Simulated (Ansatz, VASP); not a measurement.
## Two plane-wave programs on TiC2

```
CELL_PARAMETERS angstrom
1.44228 -6.29975 0.00000
1.44228 6.29975 0.00000
0.00000 0.00000 2.70175
ATOMIC_POSITIONS crystal
Ti 0.88393 0.11607 0.75000
Ti 0.11607 0.88393 0.25000
C 0.53131 0.46869 0.75000
C 0.46869 0.53131 0.25000
C 0.25077 0.74923 0.75000
C 0.74923 0.25077 0.25000
```

Alike in both runs: functional PBE; k mesh 12 × 12 × 14; occupations gaussian, width 0.1 eV; no spin polarisation.

Ansatz relaxed the structure, and its values are those at the end. VASP's run is a single point on that final structure, the one shown.

|  | VASP | Ansatz |
| --- | --- | --- |
| version | VASP 6.6.1 | Ansatz 0.2.0 |
| potentials or method | VASP PAW PBE potentials, release 64 (Ti_sv, C), cutoff 520 eV | scalar-relativistic, plane waves, PAW |
| valence electrons in the cell | 40 | 40 |

|  | VASP | Ansatz | Ansatz less VASP |
| --- | --- | --- | --- |
| gap on the k mesh at the Fermi level (eV) | none | none | - |
| pressure (GPa) | 0.4 | 0.0 | -0.38 |
| rms of the force components (eV/Å) | 0.003 | 0.001 | -0.0022 |

A gap of «none» marks a metal or a gap that the smearing closes.
